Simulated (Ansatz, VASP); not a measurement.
Ca in VASP and in Ansatz

INCAR

```
SYSTEM = Ca
PREC = Accurate
ENCUT = 520
EDIFF = 1E-6
ISMEAR = 0
SIGMA = 0.1
LREAL = .FALSE.
LASPH = .TRUE.
NELM = 60
ALGO = Normal
ISIF = 2
LWAVE = .FALSE.
LCHARG = .FALSE.
GGA = PE
NBANDS = 11
```

Contents of KPOINTS:

```
regular mesh
0
G
  14 14 14
  0 0 0
```

POSCAR

```
Ca
1.0
   -2.2400000000      2.2400000000      2.2400000000
    2.2400000000     -2.2400000000      2.2400000000
    2.2400000000      2.2400000000     -2.2400000000
Ca
1
Direct
    0.0000000000      0.0000000000      0.0000000000
```

Input for Ansatz:

```yaml
crystal:
  lattice:
    - [-2.24, 2.24, 2.24]
    - [2.24, -2.24, 2.24]
    - [2.24, 2.24, -2.24]
  atoms:
    - { symbol: Ca, position: [0.0, 0.0, 0.0] }
basis:
  ecutwfc: 420
kpoints:
  mp_grid: { grid: [14, 14, 14] }
hamiltonian:
  xc: pbe
scf:
  occupations: { method: gaussian, width: 0.1 }
output:
  forces: true
  stress: true
  eigenvalues: true
  populations: true
```

Alike in both runs: task single point; functional PBE; k mesh 14 × 14 × 14; occupations gaussian, width 0.1 eV; no spin polarisation.

|  | VASP | Ansatz |
| --- | --- | --- |
| version | VASP 6.6.1 | Ansatz 0.2.0 |
| potentials or method | VASP PAW PBE potentials, release 64 (Ca_sv), cutoff 520 eV | scalar-relativistic, plane waves, PAW |
| valence electrons in the cell | 10 | 10 |

|  | VASP | Ansatz | Ansatz less VASP |
| --- | --- | --- | --- |
| gap on the k mesh at the Fermi level (eV) | none | none | - |
| pressure (GPa) | -1.0 | -1.0 | -0.01 |

A gap of «none» marks a metal or a gap that the smearing closes.
